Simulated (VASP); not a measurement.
## Rh: single point with LDA

Rh:

```xyz
4
Lattice="2.9496 0.0000 0.0000 -1.4748 2.0481 0.0000 0.0000 0.0000 8.6669" Properties=species:S:1:pos:R:3 pbc="T T T"
Rh    0.0000    0.0000    0.0000
Rh    0.0000    1.3654    2.1667
Rh    0.0000    0.0000    4.3334
Rh    1.4748    0.6827    6.5002
```

This cell differs from its parent crystal: strain +e along x and -e along y +0.1100, strain +e along z and -e/2 along x and y +0.0000.

```yaml
Program: VASP 6.6.1
Task: single point
Functional: LDA
Potentials_or_basis: VASP PAW LDA potentials, release 64 (Rh_pv)
Cutoff: 520 eV
k_mesh: 18 × 18 × 6
Occupations: gaussian, width 0.15 eV
Spin: no spin polarisation
Dipole_correction: no
Further_INCAR_settings: ALGO = Fast; EDIFF = 1e-07; NBANDS = 38
```

* Pressure: 14.1 GPa
* Largest force: 0.724 eV/Å
* Band gap on the k mesh: zero (band 30 reaches 14.23 eV, above the bottom of band 31 at 11.28 eV)

Forces on the atoms (eV/Å):
```
Rh   0.000  0.000  0.000
Rh   0.000  0.724  0.000
Rh   0.000  0.000  0.000
Rh   0.000 -0.724  0.000
```

Stress tensor (GPa, compression positive):
```
-1.64  0.00  0.00
 0.00 44.65  0.00
 0.00  0.00 -0.73
```

Levels at points of the mesh, in eV from the Fermi level:
```tsv
k point	band 26	band 27	band 28	band 29	band 30	band 31	band 32	band 33	band 34	band 35
(0.00, 0.00, 0.00)	-1.49	-1.02	-0.89	-0.88	-0.57	-0.57	-0.55	0.30	0.32	0.65
(0.50, 0.00, 0.00)	-0.22	-0.06	-0.02	0.13	0.81	0.98	1.17	1.44	1.78	4.35
(0.00, 0.50, 0.00)	0.42	0.73	1.01	1.53	1.65	1.69	1.81	2.99	4.16	6.25
(0.00, 0.00, 0.50)	-1.41	-1.25	-1.25	-1.16	-1.16	-0.24	-0.24	-0.07	-0.07	0.52
(0.50, 0.00, 0.50)	-1.21	0.02	0.02	0.07	0.07	0.48	0.48	2.94	2.94	4.17
(0.00, 0.50, 0.50)	-0.69	-0.54	-0.54	1.57	1.57	1.77	1.77	4.42	4.42	6.21
```

It took 18 min on 1 thread of Oxide Virtual Turin-like Processor, on a shared host, peak memory 0.51 GiB.

Caveat: the cell differs from its parent crystal (strain +e along x and -e along y +0.1100, strain +e along z and -e/2 along x and y +0.0000).
